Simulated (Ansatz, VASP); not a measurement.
# One calculation of ZnSe, two programs

```xyz
2
Lattice="0.0000 2.9668 2.8063 2.9668 0.0000 2.8063 2.9668 2.9668 0.0000" Properties=species:S:1:pos:R:3 pbc="T T T"
Zn    0.0000    0.0000    0.0000
Se    1.4834    1.4834    1.4031
```

Change from the starting cell: strained cell.

Alike in both runs: task relaxation of the atoms; functional PBE; k mesh 8 × 8 × 8; occupations gaussian, width 0.02 eV; no spin polarisation.

|  | VASP | Ansatz |
| --- | --- | --- |
| version | VASP 6.6.1 | Ansatz 0.2.0 |
| potentials or method | VASP PAW PBE potentials, release 64 (Zn, Se), cutoff 450 eV | scalar-relativistic, plane waves, PAW |
| valence electrons in the cell | 18 | 28 |

|  | VASP | Ansatz | Ansatz less VASP |
| --- | --- | --- | --- |
| gap on the k mesh at the Fermi level, each at its own relaxed structure (eV) | 0.85 | 0.84 | -0.003 |

VASP's potentials hold 18 valence electrons a cell and Ansatz's 28, so a difference there can come from the potentials and not from the codes. Ansatz's warnings: stress scf threshold loose.

Noted on VASP's run: the relaxation stopped at its first step, so nothing moved.
